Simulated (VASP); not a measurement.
Set up this calculation in VASP 6.6.1, as the native input.

* Task: single point
* Functional: PBE
* Dispersion: D3(BJ)
* Potentials or basis: VASP PAW PBE potentials, release 64 (Mo_sv, S)
* Cutoff: 520 eV
* k mesh: 12 × 12 × 12
* Occupations: gaussian, width 0.05 eV
* Spin: no spin polarisation
* Dipole correction: no
* Further INCAR settings: ALGO = Normal; EDIFF = 1e-07; NBANDS = 20

The structure of MoS2 lies in POSCAR:

```
MoS2
1.0
    1.4444609302      0.8339599069      7.1427032326
   -1.4444609302      0.8339599069      7.1427032326
    0.0000000000     -1.6679198138      7.1427032326
Mo S
1 2
Direct
    0.0000172715      0.0000172715      0.0000172715
    0.7535591261      0.7535591261      0.7535591261
    0.5797236023      0.5797236023      0.5797236023
```

This cell differs from its parent crystal: ratio of the length along z to the lengths across it x 1.3, volume and fractional coordinates fixed.

One way to write it, as run:

INCAR

```
PREC     = Accurate       # precision mode
ENCUT    = 520            # plane-wave cutoff, eV
EDIFF    = 1E-7           # SCF threshold, eV
ISMEAR   = 0              # smearing method
SIGMA    = 0.05           # smearing width, eV
LREAL    = F              # projectors in reciprocal space
LASPH    = T              # aspherical terms in the spheres
NELM     = 100            # most SCF steps
ALGO     = Normal         # electronic algorithm
ISIF     = 2              # what is computed and relaxed
LWAVE    = F              # write WAVECAR
LCHARG   = F              # write CHGCAR
GGA      = PE             # functional
IVDW     = 12             # dispersion correction
NBANDS   = 20             # bands
```

KPOINTS

```
regular mesh
0
Gamma
  12 12 12
```

Potentials or basis: VASP PAW PBE potentials, release 64 (Mo_sv, S).

Run with:

```console
$ cat potpaw_PBE.64/Mo_sv/POTCAR potpaw_PBE.64/S/POTCAR > POTCAR
$ mpirun -np 1 vasp_std > vasp.out
```

It gave:

```json
{"Pressure": "-0.6 GPa", "Largest force": "2.834 eV/Å", "Band gap on the k mesh": "0.08 eV (least direct gap 0.72 eV)", "Dispersion energy per atom": "-0.441 eV"}
```

Caveat: the stress differs along the axes, from -35 to 17 GPa; forces of over 1 eV/Å act on the atoms, so gaps and moduli don't describe the material at rest.

Wall time 13 min on 1 thread of Intel(R) Xeon(R) Platinum 8488C (Sapphire Rapids), with other jobs on the host, peak memory 0.5 GiB.
